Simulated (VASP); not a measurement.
# ScAl3 (Im-3m) in VASP: single point with PBEsol

Aim: the single point of ScAl3 with PBEsol.

All numbers are computed with VASP 6.6.1; they aren't measurements. Logs are shortened: lines on timing, memory, paths and dates and some standing lists are left out, and cuts for length are marked.

**1. The cell of the first run**

The structure is cubic, space group Im-3m (No. 229). Conventional cell: a = 5.130 Å, b = 5.130 Å, c = 5.130 Å, α = 90.00°, β = 90.00°, γ = 90.00°. Within 3.4 Å of Sc (site symmetry m-3m) lie 6 Al at 2.56 Å. Al (site symmetry 4/mmm) has 2 Sc at 2.56 Å and 4 Al at 2.56 Å within 3.4 Å.

**2. Single point, PBEsol**

The input, INCAR:

```
PREC     = Accurate       # precision mode
ENCUT    = 520            # plane-wave cutoff, eV
EDIFF    = 1E-6           # SCF threshold, eV
ISMEAR   = 0              # smearing method
SIGMA    = 0.15           # smearing width, eV
LREAL    = False          # projectors in reciprocal space
LASPH    = True           # aspherical terms in the spheres
NELM     = 80             # most SCF steps
ALGO     = Normal         # electronic algorithm
ISIF     = 2              # what is computed and relaxed
LWAVE    = False          # write WAVECAR
LCHARG   = True           # write CHGCAR
GGA      = PS             # functional
LELF     = True           # ELF
LVHAR    = True         
NBANDS   = 18             # bands
```

The input, KPOINTS:

```
regular mesh
0
Gamma
  14 14 14
```

The input, POSCAR:

```
ScAl3
1.0
    4.2745956892     -0.8549191378     -0.8549191378
   -0.8549191378      4.2745956892     -0.8549191378
   -0.8549191378     -0.8549191378      4.2745956892
Sc Al
1 3
Direct
    0.0000000000      0.0000000000      0.0000000000
    0.5000000000      0.0000000000      0.5000000000
    0.0000000000      0.5000000000      0.5000000000
    0.5000000000      0.5000000000      0.0000000000
```

Potentials or basis: VASP PAW PBE potentials, release 64 (Sc_sv, Al).

Command:

```bash
cat potpaw_PBE.64/Sc_sv/POTCAR potpaw_PBE.64/Al/POTCAR > POTCAR
mpirun -np 1 vasp_std > vasp.out
```

OUTCAR:

```text
PREC = Accurate
   ENCUT = 520
   EDIFF = 1E-6
   ISMEAR = 0
   LREAL = False
   LASPH = True
   NELM = 80
   ISIF = 2
   GGA = PS

 ion  position               nearest neighbor table
   1  0.000  0.000  0.000-   2 2.56   3 2.56   4 2.56   3 2.56   2 2.56   4 2.56
   2  0.500  0.000  0.500-   1 2.56   3 2.56   4 2.56   4 2.56   1 2.56   3 2.56
   3  0.000  0.500  0.500-   1 2.56   2 2.56   4 2.56   1 2.56   4 2.56   2 2.56
   4  0.500  0.500  0.000-   1 2.56   2 2.56   3 2.56   2 2.56   3 2.56   1 2.56

  LATTYP: Found a body centered cubic cell.
 ALAT       =     5.1295148270

  Lattice vectors:

 A1 = (   4.2745956892,  -0.8549191378,  -0.8549191378)
 A2 = (  -0.8549191378,   4.2745956892,  -0.8549191378)
 A3 = (  -0.8549191378,  -0.8549191378,   4.2745956892)

Analysis of symmetry for initial positions (statically):
=====================================================================
 Subroutine PRICEL returns:
 Original cell was already a primitive cell.

 Routine SETGRP: Setting up the symmetry group for a
 body centered cubic supercell.

 Subroutine GETGRP returns: Found 48 space group operations
 (whereof 48 operations were pure point group operations)
 out of a pool of 48 trial point group operations.

The static configuration has the point symmetry O_h .

Analysis of symmetry for dynamics (positions and initial velocities):
=====================================================================
 Subroutine PRICEL returns:
 Original cell was already a primitive cell.

 Routine SETGRP: Setting up the symmetry group for a
 body centered cubic supercell.

 Subroutine GETGRP returns: Found 48 space group operations
 (whereof 48 operations were pure point group operations)
 out of a pool of 48 trial point group operations.

The dynamic configuration has the point symmetry O_h .

 Subroutine INISYM returns: Found 48 space group operations
 (whereof 48 operations are pure point group operations),
 and found     1 'primitive' translations

----------------------------------------------------------------------------------------

                                     Primitive cell

  volume of cell :      67.4837

  direct lattice vectors                    reciprocal lattice vectors
     4.274595689 -0.854919138 -0.854919138     0.259933615  0.064983404  0.064983404
    -0.854919138  4.274595689 -0.854919138     0.064983404  0.259933615  0.064983404
    -0.854919138 -0.854919138  4.274595689     0.064983404  0.064983404  0.259933615

  length of vectors
     4.442290149  4.442290149  4.442290149     0.275701233  0.275701233  0.275701233

  position of ions in fractional coordinates (direct lattice)
     0.000000000  0.000000000  0.000000000
     0.500000000  0.000000000  0.500000000
     0.000000000  0.500000000  0.500000000
     0.500000000  0.500000000  0.000000000

  ion indices of the primitive-cell ions
   primitive index   ion index
                 1           1
                 2           2
                 3           3
                 4           4

----------------------------------------------------------------------------------------

 KPOINTS: regular mesh

Automatic generation of k-mesh.
 Grid dimensions read from file:
 generate k-points for:   14   14   14

 Generating k-lattice:

  Cartesian coordinates                     Fractional coordinates (reciprocal lattice)
     0.018566687  0.004641672  0.004641672     0.071428571  0.000000000  0.000000000
     0.004641672  0.018566687  0.004641672     0.000000000  0.071428571  0.000000000
     0.004641672  0.004641672  0.018566687     0.000000000  0.000000000  0.071428571

  Length of vectors
     0.019692945  0.019692945  0.019692945

  Shift w.r.t. Gamma in fractional coordinates (k-lattice)
     0.000000000  0.000000000  0.000000000

 Subroutine IBZKPT returns following result:
 ===========================================

 Found    104 irreducible k-points:

 Following reciprocal coordinates:
            Coordinates               Weight
  0.000000  0.000000  0.000000      1.000000
  0.071429 -0.000000 -0.000000     12.000000
  0.142857  0.000000  0.000000     12.000000
  0.214286  0.000000 -0.000000     12.000000
  0.285714  0.000000  0.000000     12.000000
  0.357143  0.000000  0.000000     12.000000
[... 16 lines left out ...]
  0.285714  0.285714  0.000000     24.000000
  0.357143  0.285714  0.000000     24.000000
 [... further k-points ...]
   k-points           NKPTS =    104   k-points in BZ     NKDIM =    104   number of bands    NBANDS=     18
   number of dos      NEDOS =    301   number of ions     NIONS =      4
   total plane-waves  NPLWV =  46656
   dimension x,y,z NGX =    36 NGY =   36 NGZ =   36
   dimension x,y,z NGXF=    72 NGYF=   72 NGZF=   72
   ions per type =               1   3
   NGX,Y,Z   is equivalent  to a cutoff of  13.47, 13.47, 13.47 a.u.
   NGXF,Y,Z  is equivalent  to a cutoff of  26.94, 26.94, 26.94 a.u.
 SYSTEM =  unknown system
   PREC   = accura    normal or accurate (medium, high low for compatibility)
   ISTART =      0    job   : 0-new  1-cont  2-samecut
   ICHARG =      2    charge: 1-file 2-atom 10-const
   ISPIN  =      1    spin polarized calculation?
   LNONCOLLINEAR =      F non collinear calculations
   LSORBIT =      F    spin-orbit coupling
   LASPH  =      T    aspherical Exc in radial PAW
   ENCUT  =  520.0 eV  38.22 Ry    6.18 a.u.   8.26  8.26  8.26*2*pi/ulx,y,z
   NELM   =     80;   NELMIN=  2; NELMDL= -5     # of ELM steps
   EDIFF  = 0.1E-05   stopping-criterion for ELM
   LREAL  =      F    real-space projection
   EDIFFG = 0.1E-04   stopping-criterion for IOM
   NSW    =      0    number of steps for IOM
   IBRION =     -1    ionic relax: 0-MD 1-quasi-New 2-CG
   NFREE  =      0    steps in history (QN), initial steepest desc. (CG)
   ISIF   =      2    stress and relaxation
   ISYM   =      2    0-nonsym 1-usesym 2-fastsym
   POTIM  = 0.5000    time-step for ionic-motion
   TEBEG  =    0.0;   TEEND  =   0.0 temperature during run
   PSTRESS=    0.0 pullay stress
   NELECT =      20.0000    total number of electrons
   NUPDOWN=      -1.0000    fix difference up-down
   EMIN   =  10.00;   EMAX   =-10.00  energy-range for DOS
   EFERMI =   0.00;   METHOD = LEGACY
   ISMEAR =     0;   SIGMA  =   0.15  broadening in eV -4-tet -1-fermi 0-gaus
   EFERMI_NEDOS =   21; number of points for ismear=-14 and -15
   IALGO  =     38    algorithm
   IMIX   =      4    mixing-type and parameters
     AMIX     =   0.40;   BMIX     =  1.00
     AMIX_MAG =   1.60;   BMIX_MAG =  1.00
  volume/ion in A,a.u.               =      16.87       113.85
  Fermi-wavevector in a.u.,A,eV,Ry     =   1.091487  2.062611 16.209215  1.191344
  Thomas-Fermi vector in A             =   2.227733
   LORBIT       =      0    0 simple, 1 ext, 2 COOP (PROOUT), +10 PAW based schemes
   GGA     = PS    functional components
   LHFCALC =     F    Hartree Fock is set to
   AEXX    =    0.0000 exact exchange contribution
   IVDW    =     0    specifies the selected vdW correction
   LEPSILON=     F    determine dielectric tensor
   LRPA    =     F    only Hartree local field effects (RPA)
 non-spin polarized calculation
 Gauss-broadening in eV      SIGMA  =   0.15
  energy-cutoff  :      520.00
  volume of cell :       67.48
 maximum number of plane-waves:      1865
 NGX is ok and might be reduce to    36
   NGX = 17   NGY = 17   NGZ = 17

 number of electron      20.0000000 magnetization

 Free energy of the ion-electron system (eV)
  ---------------------------------------------------
  ext. energy  EPLUGINS =         0.00000000
  ---------------------------------------------------
  free energy    TOTEN  =       -16.18756198 eV

  energy without entropy =      -16.15350317  energy(sigma->0) =      -16.17053258

 E-fermi :   7.0141     XC(G=0): -10.4964

 val. band max:        7.0089322258   @ k =  -0.2857   0.3571   0.0714
 cond. band min:       7.0190045697   @ k =   0.3571   0.1429   0.0000
 fundamental gap:      0.0100723439
 Fermi energy:         7.0141469640

 k-point     1 :       0.0000    0.0000    0.0000
  band No.  band energies     occupation
      1     -41.3914      2.00000
      2     -20.2623      2.00000
      3     -20.2623      2.00000
      4     -20.2623      2.00000
      5      -2.7994      2.00000
      6       5.9067      2.00000
[... 10 lines left out ...]
     17      11.1175      0.00000
     18      11.1175      0.00000

 k-point     2 :       0.0714   -0.0000   -0.0000
  band No.  band energies     occupation
      1     -41.3914      2.00000
      2     -20.2634      2.00000
      3     -20.2626      2.00000
      4     -20.2624      2.00000
      5      -2.7394      2.00000
      6       5.1607      2.00000
[... 10 lines left out ...]
     17      11.2410      0.00000
     18      11.3877      0.00000

 k-point     3 :       0.1429    0.0000    0.0000
  band No.  band energies     occupation
      1     -41.3912      2.00000
      2     -20.2665      2.00000
      3     -20.2635      2.00000
      4     -20.2628      2.00000
      5      -2.5605      2.00000
      6       4.2077      2.00000
[... 10 lines left out ...]
     17      11.4410      0.00000
     18      11.9562      0.00000

 k-point     4 :       0.2143    0.0000   -0.0000
  band No.  band energies     occupation
      1     -41.3910      2.00000
      2     -20.2710      2.00000
      3     -20.2648      2.00000
      4     -20.2634      2.00000
      5      -2.2664      2.00000
      6       3.2767      2.00000
[... 375 lines left out ...]
      4     -20.2665      2.00000
      5      -0.1565      2.00000
      6       0.6587      2.00000
[... 10 lines left out ...]
     17      12.2890      0.00000
     18      12.3881      0.00000

 k-point    23 :       0.2857    0.2857    0.0000
  band No.  band energies     occupation
      1     -41.3902      2.00000
      2     -20.2801      2.00000
      3     -20.2743      2.00000
      4     -20.2667      2.00000
      5      -0.1876      2.00000
      6       0.9366      2.00000
[... 10 lines left out ...]
     17      12.3978      0.00000
     18      12.7554      0.00000

 k-point    24 :       0.3571    0.2857    0.0000
  band No.  band energies     occupation
      1     -41.3901      2.00000
      2     -20.2793      2.00000
      3     -20.2759      2.00000
      4     -20.2668      2.00000
      5       0.2522      2.00000
      6       0.5664      2.00000
[... 10 lines left out ...]
     17      12.6995      0.00000
     18      12.9710      0.00000

 [... further k-points ...]

------------------------ aborting loop because EDIFF is reached ----------------------------------------

  FORCE on cell =-STRESS in cart. coord.  units (eV):
  Direction    XX          YY          ZZ          XY          YZ          ZX
  --------------------------------------------------------------------------------------
  -------------------------------------------------------------------------------------
  Total        7.8466763      7.8466763      7.8466763      0.0000000      0.0000000      0.0000000
  in kB      186.2933896    186.2933896    186.2933896      0.0000000      0.0000000      0.0000000
  external PRESSURE =     186.2933896 kB  Pullay stress =       0.0000000 kB

 VOLUME and BASIS-vectors are now :
 -----------------------------------------------------------------------------
  energy-cutoff  :      520.00
  volume of cell :       67.48
      direct lattice vectors                 reciprocal lattice vectors
     4.274595689 -0.854919138 -0.854919138     0.259933615  0.064983404  0.064983404
    -0.854919138  4.274595689 -0.854919138     0.064983404  0.259933615  0.064983404
    -0.854919138 -0.854919138  4.274595689     0.064983404  0.064983404  0.259933615

 POSITION                                       TOTAL-FORCE (eV/Angst)
 -----------------------------------------------------------------------------------
      0.00000      0.00000      0.00000         0.000000      0.000000     -0.000000
      1.70984     -0.85492      1.70984        -0.000000      0.000000      0.000000
     -0.85492      1.70984      1.70984        -0.000000     -0.000000      0.000000
      1.70984      1.70984     -0.85492         0.000000     -0.000000     -0.000000
 -----------------------------------------------------------------------------------
    total drift:                               -0.000000      0.000000     -0.000000

  FREE ENERGIE OF THE ION-ELECTRON SYSTEM (eV)
  ---------------------------------------------------
  free  energy   TOTEN  =       -16.1875619836 eV

  energy  without entropy=      -16.1535031716  energy(sigma->0) =      -16.17053258
```

Wall time 2.4 min (1 thread of AMD EPYC 7R43 (Zen 3), shared host); peak memory 0.24 GiB.

Results:

```yaml
Free_energy: -16.1876 eV
Pressure: 18.6 GPa
Band_gap_on_the_k_mesh: zero (band 10 reaches 7.58 eV, above the bottom of band 11 at 6.56 eV)
```

Levels at points of the mesh, in eV from the Fermi level:
```
           k point  band 8  band 9  band 10  band 11  band 12  band 13
(0.00, 0.00, 0.00)   -0.76   -0.76    -0.76    -0.34    -0.34    -0.34
(0.50, 0.00, 0.00)   -2.17   -1.55    -0.35    -0.31     1.47     2.20
(0.50, 0.50, 0.50)   -3.88   -3.88    -1.39     1.70     1.70     1.70
```

Caveat: the PAW data sets were made with another functional, which shifts forces and pressure a little.
